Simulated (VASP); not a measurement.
# W (Im-3m) in VASP: a series of runs

The runs below take W through relaxation of cell and atoms, single point, with PBE.

All numbers are computed with VASP 6.6.1; they aren't measurements. Logs are shortened: lines on timing, memory, paths and dates and some standing lists are left out, and cuts for length are marked.

### Step 1. The cell of the first run

Symmetry: Im-3m, No. 229, cubic system. The conventional cell has a = 3.165 Å, b = 3.165 Å, c = 3.165 Å, α = 90.00°, β = 90.00°, γ = 90.00°. Within 3.6 Å of W (site symmetry m-3m) lie 14 W at 2.74 to 3.16 Å.

### Step 2. Relaxation of cell and atoms, PBE

File INCAR:

```
SYSTEM = W
PREC = Accurate
ENCUT = 600
EDIFF = 1E-6
ISMEAR = 0
SIGMA = 0.1
LREAL = .False.
LASPH = .True.
NELM = 60
ALGO = Fast
ISIF = 3
LWAVE = .False.
LCHARG = .False.
GGA = PE
IBRION = 2
NSW = 100
EDIFFG = -0.005
```

File KPOINTS:

```
regular mesh
0
Gamma
  18 18 18
  0 0 0
```

File POSCAR:

```
W
1.0
   -1.5823450000      1.5823450000      1.5823450000
    1.5823450000     -1.5823450000      1.5823450000
    1.5823450000      1.5823450000     -1.5823450000
W
1
Direct
    0.0000000000      0.0000000000      0.0000000000
```

Potentials or basis: VASP PAW PBE potentials, release 64 (W_sv).

The run is started by

```bash
$ cat potpaw_PBE.64/W_sv/POTCAR > POTCAR
$ mpirun -np 1 vasp_std > vasp.out
```

OUTCAR:

```text
SYSTEM = W
   PREC = Accurate
   ENCUT = 600
   EDIFF = 1E-6
   ISMEAR = 0
   LREAL = .False.
   LASPH = .True.
   NELM = 60
   ISIF = 3
   GGA = PE
   IBRION = 2
   NSW = 100
   EDIFFG = -0.005

 ion  position               nearest neighbor table
   1  0.000  0.000  0.000-

  LATTYP: Found a body centered cubic cell.
 ALAT       =     3.1646900000

  Lattice vectors:

 A1 = (  -1.5823450000,   1.5823450000,   1.5823450000)
 A2 = (   1.5823450000,  -1.5823450000,   1.5823450000)
 A3 = (   1.5823450000,   1.5823450000,  -1.5823450000)

Analysis of symmetry for initial positions (statically):
=====================================================================
 Subroutine PRICEL returns:
 Original cell was already a primitive cell.

 Routine SETGRP: Setting up the symmetry group for a
 body centered cubic supercell.

 Subroutine GETGRP returns: Found 48 space group operations
 (whereof 48 operations were pure point group operations)
 out of a pool of 48 trial point group operations.

The static configuration has the point symmetry O_h .

Analysis of symmetry for dynamics (positions and initial velocities):
=====================================================================
 Subroutine PRICEL returns:
 Original cell was already a primitive cell.

 Routine SETGRP: Setting up the symmetry group for a
 body centered cubic supercell.

 Subroutine GETGRP returns: Found 48 space group operations
 (whereof 48 operations were pure point group operations)
 out of a pool of 48 trial point group operations.

The dynamic configuration has the point symmetry O_h .

 Subroutine INISYM returns: Found 48 space group operations
 (whereof 48 operations are pure point group operations),
 and found     1 'primitive' translations

----------------------------------------------------------------------------------------

                                     Primitive cell

  volume of cell :      15.8476

  direct lattice vectors                    reciprocal lattice vectors
    -1.582345000  1.582345000  1.582345000     0.000000000  0.315986716  0.315986716
     1.582345000 -1.582345000  1.582345000     0.315986716  0.000000000  0.315986716
     1.582345000  1.582345000 -1.582345000     0.315986716  0.315986716  0.000000000

  length of vectors
     2.740701935  2.740701935  2.740701935     0.446872699  0.446872699  0.446872699

  position of ions in fractional coordinates (direct lattice)
[... 91 lines left out ...]
   EFERMI =   0.00;   METHOD = LEGACY
   ISMEAR =     0;   SIGMA  =   0.10  broadening in eV -4-tet -1-fermi 0-gaus
   EFERMI_NEDOS =   21; number of points for ismear=-14 and -15
   IALGO  =     68    algorithm
   IMIX   =      4    mixing-type and parameters
     AMIX     =   0.40;   BMIX     =  1.00
     AMIX_MAG =   1.60;   BMIX_MAG =  1.00
  volume/ion in A,a.u.               =      15.85       106.94
  Fermi-wavevector in a.u.,A,eV,Ry     =   1.570832  2.968442 33.572544  2.467512
  Thomas-Fermi vector in A             =   2.672506
   LORBIT       =      0    0 simple, 1 ext, 2 COOP (PROOUT), +10 PAW based schemes
   GGA     = PE    functional components
   LHFCALC =     F    Hartree Fock is set to
   AEXX    =    0.0000 exact exchange contribution
   IVDW    =     0    specifies the selected vdW correction
   LEPSILON=     F    determine dielectric tensor
   LRPA    =     F    only Hartree local field effects (RPA)
 conjugate gradient relaxation of ions
 non-spin polarized calculation
 RMM-DIIS sequential band-by-band and
 Gauss-broadening in eV      SIGMA  =   0.10
  energy-cutoff  :      600.00
  volume of cell :       15.85
 maximum number of plane-waves:       543
 NGX is ok and might be reduce to    24
   NGX = 11   NGY = 11   NGZ = 11

--------------------------------------- Ionic step        1  -------------------------------------------

 number of electron      14.0000002 magnetization

 Free energy of the ion-electron system (eV)
  ---------------------------------------------------
  ext. energy  EPLUGINS =         0.00000000
  ---------------------------------------------------
  free energy    TOTEN  =       -12.94529884 eV

  energy without entropy =      -12.94183028  energy(sigma->0) =      -12.94356456

------------------------ aborting loop because EDIFF is reached ----------------------------------------

  FORCE on cell =-STRESS in cart. coord.  units (eV):
  Direction    XX          YY          ZZ          XY          YZ          ZX
  --------------------------------------------------------------------------------------
  -------------------------------------------------------------------------------------
  Total        0.6238966      0.6238966      0.6238966     -0.0000000      0.0000000      0.0000000
  in kB       63.0753541     63.0753541     63.0753541     -0.0000000      0.0000000      0.0000000
  external PRESSURE =      63.0753541 kB  Pullay stress =       0.0000000 kB
[... 197 lines left out ...]
--------------------------------------- Ionic step        7  -------------------------------------------

 number of electron      14.0000002 magnetization

 Free energy of the ion-electron system (eV)
  ---------------------------------------------------
  ext. energy  EPLUGINS =         0.00000000
  ---------------------------------------------------
  free energy    TOTEN  =       -12.95133677 eV

  energy without entropy =      -12.94775473  energy(sigma->0) =      -12.94954575

 E-fermi :  11.1654     XC(G=0): -13.5312

 val. band max:       11.1612609446   @ k =  -0.2778   0.3333   0.2222
 cond. band min:      11.1777936368   @ k =   0.5000   0.5000   0.2222
 fundamental gap:      0.0165326922
 Fermi energy:        11.1654494126

 k-point     1 :       0.0000    0.0000    0.0000
  band No.  band energies     occupation
      1     -63.0374      2.00000
      2     -26.6274      2.00000
      3     -26.6274      2.00000
      4     -26.6274      2.00000
      5       1.6365      2.00000
      6       9.9719      2.00000
      7       9.9719      2.00000
      8       9.9719      2.00000
      9      13.3847      0.00000
     10      13.3847      0.00000
     11      25.6393      0.00000
[... 309 lines left out ...]
 k-point    24 :       0.3889    0.1111    0.0000
  band No.  band energies     occupation
      1     -62.9142      2.00000
      2     -27.7611      2.00000
      3     -27.0540      2.00000
      4     -26.6870      2.00000
      5       5.4418      2.00000
      6       7.8392      2.00000
      7      10.5511      2.00000
      8      13.1504      0.00000
      9      14.4414      0.00000
     10      17.4279      0.00000
     11      21.8190      0.00000

 [... further k-points ...]
[... 5 lines left out ...]
  --------------------------------------------------------------------------------------
  -------------------------------------------------------------------------------------
  Total        0.0040758      0.0040758      0.0040758      0.0000000      0.0000000      0.0000000
  in kB        0.4040998      0.4040998      0.4040998      0.0000000      0.0000000      0.0000000
  external PRESSURE =       0.4040998 kB  Pullay stress =       0.0000000 kB
[... 16 lines left out ...]
  FREE ENERGIE OF THE ION-ELECTRON SYSTEM (eV)
  ---------------------------------------------------
  free  energy   TOTEN  =       -12.9513367717 eV

  energy  without entropy=      -12.9477547324  energy(sigma->0) =      -12.94954575

 reached required accuracy - stopping structural energy minimisation
```

CONTCAR:

```text
W
   1.00000000000000
    -1.5926702760153548    1.5926702760153548    1.5926702760153548
     1.5926702760153548   -1.5926702760153548    1.5926702760153548
     1.5926702760153548    1.5926702760153548   -1.5926702760153548
  W
     1
Direct
     0.0000000000000000    0.0000000000000000    0.0000000000000000

  0.00000000E+00  0.00000000E+00  0.00000000E+00
```

Wall time 85 s (1 thread of Intel Xeon Platinum 8259CL at 2.50GHz (Skylake/Cascade Lake), shared host); peak memory 0.18 GiB.

What came out:

| Property | Result |
| --- | --- |
| Free energy | -12.9513 eV |
| Relaxed volume | 16.16 Å³/atom |
| Relaxed cell | a = 2.759 Å, b = 2.759 Å, c = 2.759 Å, α = 109.47°, β = 109.47°, γ = 109.47° |
| Space group after relaxing (to 0.05 Å) | Im-3m (No. 229) |
| Energy gained by relaxing | 6.0 meV/atom |
| Ionic steps | 7 |
| Pressure after relaxing | 0.0 GPa |
| Band gap on the k mesh | zero (band 7 reaches 16.20 eV, above the bottom of band 8 at 9.97 eV) |

Step by step:
```csv
step,energy change (eV),largest force (eV/Å),pressure (GPa),volume (Å³)
1,0.0000,0.0000,6.31,15.85
2,0.0643,0.0000,-18.22,17.32
3,-0.0060,0.0000,-0.24,16.17
4,-0.0060,0.0000,0.06,16.16
5,-0.0060,0.0000,0.06,16.16
6,-0.0060,0.0000,0.06,16.16
7,-0.0060,0.0000,0.04,16.16
```

Final structure:
```cif
data_structure
_symmetry_space_group_name_H-M 'P 1'
_symmetry_Int_Tables_number 1
_cell_length_a 2.7586
_cell_length_b 2.7586
_cell_length_c 2.7586
_cell_angle_alpha 109.471
_cell_angle_beta 109.471
_cell_angle_gamma 109.471
_cell_volume 16.16
loop_
_atom_site_label
_atom_site_type_symbol
_atom_site_fract_x
_atom_site_fract_y
_atom_site_fract_z
_atom_site_occupancy
W1 W 0.00000 0.00000 0.00000 1
```

Caveat: spin-orbit coupling is left out, which moves the levels of the heavy elements. PBE usually gives volumes a little too large and moduli too small.

### Step 3. Single point, PBE (volume scaled by 0.88)

File INCAR:

```
PREC = Accurate ; ENCUT = 520
EDIFF = 1E-7 ; ISMEAR = 0
SIGMA = 0.1 ; LREAL = F
LASPH = T ; NELM = 100
ALGO = Normal ; ISIF = 2
LWAVE = F ; LCHARG = F
GGA = PE ; NBANDS = 13
```

File KPOINTS:

```
regular mesh
0
Gamma
  18 18 18
```

File POSCAR:

```
W
1.0
   -1.5253750488      1.5253750488      1.5253750488
    1.5253750488     -1.5253750488      1.5253750488
    1.5253750488      1.5253750488     -1.5253750488
W
1
Direct
    0.0000000000      0.0000000000      0.0000000000
```

Potentials or basis: VASP PAW PBE potentials, release 64 (W_sv).

The run is started by

```bash
$ cat potpaw_PBE.64/W_sv/POTCAR > POTCAR
$ mpirun -np 1 vasp_std > vasp.out
```

It took 17 s on 1 thread of AMD EPYC 9R45 (Zen 5), shared host; peak memory 0.12 GiB.

Results (log left out):

```yaml
Free_energy: -12.6644 eV
Pressure: 52.0 GPa
Band_gap_on_the_k_mesh: zero (band 7 reaches 19.12 eV, above the bottom of band 8 at 11.68 eV)
```

Levels at points of the mesh, in eV from the Fermi level:
| k point | band 5 | band 6 | band 7 | band 8 | band 9 | band 10 |
| --- | --- | --- | --- | --- | --- | --- |
| (0.00, 0.00, 0.00) | -10.23 | -1.43 | -1.43 | -1.43 | 2.52 | 2.52 |
| (0.50, 0.00, 0.00) | -7.03 | -4.14 | 1.15 | 2.50 | 3.62 | 7.21 |
| (0.50, 0.50, 0.50) | -6.79 | -6.79 | 6.02 | 6.02 | 6.02 | 9.22 |

Caveat: the cell differs from its parent crystal (volume scaled by 0.88); spin-orbit coupling is left out, which moves the levels of the heavy elements.
